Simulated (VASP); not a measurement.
A run of VASP 6.6.1:

File INCAR:

```
  ALGO = Normal
  EDIFF = 1E-6
  ENCUT = 520
  GGA = RE
  ISIF = 2
  ISMEAR = 0
  IVDW = 13
  LASPH = True
  LCHARG = False
  LREAL = False
  LWAVE = False
  NBANDS = 16
  NELM = 80
  PREC = Accurate
  SIGMA = 0.05
```

File KPOINTS:

```
k-points
0
Gamma
  8 8 8
```

Contents of POSCAR:

```
GaAs
1.0
    0.0000000000      2.8268505379      2.8268505379
    2.8268505379      0.0000000000      2.8268505379
    2.8268505379      2.8268505379      0.0000000000
Ga As
1 1
Direct
    0.0000000000      0.0000000000      0.0000000000
    0.7500000000      0.7500000000      0.7500000000
```

Potentials or basis: VASP PAW PBE potentials, release 64 (Ga_d, As).

The run is started by

```bash
$ cat potpaw_PBE.64/Ga_d/POTCAR potpaw_PBE.64/As/POTCAR > POTCAR
$ mpirun -np 1 vasp_std > vasp.out
```

Hardware: 1 thread of AMD EPYC 7R43 64-Core Processor (Zen 3), with other jobs on the host.

Task: Estimate the wall time of this run.

Result: It took 24 s on 1 thread of AMD EPYC 7R43 64-Core Processor (Zen 3), with other jobs on the host, peak memory 0.14 GiB. Counts: scf iterations 12, k points 29.
